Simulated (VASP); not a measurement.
Set up this calculation in VASP 6.6.1, as the native input.

| Item | Value |
| --- | --- |
| Task | relaxation of shape and atoms at fixed volume |
| Functional | PBEsol |
| Potentials or basis | VASP PAW PBE potentials, release 64 (Bi_d, Te) |
| Cutoff | 600 eV |
| k mesh | 8 × 8 × 4 |
| Occupations | gaussian, width 0.05 eV |
| Spin | no spin polarisation |
| Dipole correction | no |
| Further INCAR settings | ALGO = Normal; EDIFF = 1e-06; IBRION = 2; EDIFFG = -0.01; NSW = 60; ISIF = 4 |

The structure of BiTe lies in POSCAR:

```
BiTe
1.0
    5.4888533787      0.0000000000      0.0000000000
   -2.7444266894      4.7534864636      0.0000000000
    0.0000000000      0.0000000000      6.4128656171
Bi Te
2 2
Direct
    0.6666666667      0.3333333333      0.0626000000
    0.3333333333      0.6666666667      0.5626000000
    0.6666666667      0.3333333333      0.5626000000
    0.3333333333      0.6666666667      0.0626000000
```

One way to write it, as run:

INCAR

```
PREC = Accurate
ENCUT = 600
EDIFF = 1E-6
ISMEAR = 0
SIGMA = 0.05
LREAL = False
LASPH = True
NELM = 100
ALGO = Normal
ISIF = 4
LWAVE = False
LCHARG = False
GGA = PS
IBRION = 2
NSW = 60
EDIFFG = -0.01
```

KPOINTS

```
Automatic mesh
0
Gamma
  8 8 4
```

Potentials or basis: VASP PAW PBE potentials, release 64 (Bi_d, Te).

Command:

```console
$ cat potpaw_PBE.64/Bi_d/POTCAR potpaw_PBE.64/Te/POTCAR > POTCAR
$ mpirun -np 1 vasp_std > vasp.out
```

It gave:

| Quantity | Value |
| --- | --- |
| Energy gained by relaxing | 0.0 meV/atom |
| Ionic steps | 2 |
| Pressure after relaxing | -1.4 GPa |
| Band gap on the k mesh | zero (bands 21 and 22 overlap by 1.05 eV) |

Caveat: the PAW data sets were made with another functional, which shifts forces and pressure a little; spin-orbit coupling is left out, which moves the levels of the heavy elements.

Run time: 2.1 min on 1 thread of Intel(R) Xeon(R) 6975P-C (Granite Rapids), with other jobs on the host, peak memory 0.43 GiB.
